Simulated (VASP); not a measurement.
Mn: electric field gradients with PBE

Crystal: Mn.

```
Mn
1.0
    -1.56576    1.56576    1.56576
     1.56576   -1.56576    1.56576
     1.56576    1.56576   -1.56576
Mn
1
Cartesian
  0.0000 0.0000 0.0000
```

This isn't the form of Mn at room conditions, which is a 58-atom cubic cell.

```yaml
Program: VASP 6.6.1
Task: electric field gradients
Functional: PBE
Potentials_or_basis: VASP PAW PBE potentials, release 64 (Mn_pv)
Cutoff: 520 eV
k_mesh: 19 × 19 × 19
Occupations: fermi-dirac, width 0.03 eV
Spin: collinear spin, ferromagnetic start
Starting_moments: "[4.0] μB"
Dipole_correction: no
Further_INCAR_settings: ALGO = Normal; EDIFF = 1e-08; NBANDS = 16
```

- Pressure: -3.9 GPa
- Net moment: 3.58 μB per cell
- Site moments: Mn +3.47 μB
- Largest electric field gradient by atom: under 0.05 V/Å² on every atom
- Valence electrons inside the program's atomic spheres: Mn 11.52

Levels at points of the mesh, in eV from the Fermi level:
Spin up:
```
           k point  band 4  band 5  band 6  band 7  band 8  band 9  band 10  band 11  band 12  band 13
(0.00, 0.00, 0.00)   -7.51   -2.09   -2.09   -2.09   -0.86   -0.86    20.31    20.31    20.31    24.96
```
Spin down:
```tsv
k point	band 1	band 2	band 3	band 4	band 5	band 6	band 7	band 8	band 9	band 10
(0.00, 0.00, 0.00)	-45.34	-45.34	-45.34	-6.80	1.18	1.18	1.18	2.46	2.46	20.47
```

It took 100 s on 1 thread of Intel(R) Xeon(R) Platinum 8124M CPU @ 3.00GHz (Skylake/Cascade Lake), with other jobs on the host, peak memory 0.19 GiB.

Caveat: the cell stands under tension.
